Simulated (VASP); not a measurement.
Write the native input for VASP 6.6.1 that does the following.

```yaml
Task: single point
Functional: LDA
Potentials_or_basis: VASP PAW LDA potentials, release 64 (Tc_pv, B)
Cutoff: 500 eV
k_mesh: 9 × 9 × 8
Occupations: methfessel-paxton, width 0.1 eV
Spin: no spin polarisation
Dipole_correction: no
Further_INCAR_settings: ALGO = Normal; EDIFF = 1e-06; NBANDS = 15
```

The structure of TcB lies in POSCAR:

```
TcB
1.0
    2.9460891663      0.0000000000      0.0000000000
   -1.4730394691      2.5513871262      0.0000000000
    0.0000000000      0.0000000000      3.0127354086
Tc B
1 1
Direct
    0.0000000000      0.0000000000      0.0000000000
    0.3333333333      0.6666666667      0.5000000000
```

These files were run (other wordings do the same):

INCAR

```
SYSTEM = TcB
PREC = Accurate
ENCUT = 500
EDIFF = 1E-6
ISMEAR = 1
SIGMA = 0.1
LREAL = .False.
LASPH = .True.
NELM = 120
ALGO = Normal
ISIF = 2
LWAVE = .False.
LCHARG = .False.
NBANDS = 15
GGA_COMPAT = .False.
```

KPOINTS

```
Automatic mesh
0
Gamma
  9 9 8
  0 0 0
```

Potentials or basis: VASP PAW LDA potentials, release 64 (Tc_pv, B).

Run with:

```console
$ cat potpaw_LDA.64/Tc_pv/POTCAR potpaw_LDA.64/B/POTCAR > POTCAR
$ mpirun -np 1 vasp_std > vasp.out
```

It gave:

| Property | Result |
| --- | --- |
| Pressure | -30.7 GPa |
| Band gap on the k mesh | zero (bands 8 and 9 overlap by 2.12 eV) |

Caveat: the cell stands under tension.

Run time: 7.1 s on 1 thread of AMD EPYC 9R45 96-Core Processor (Zen 5), on a shared host, peak memory 0.11 GiB.
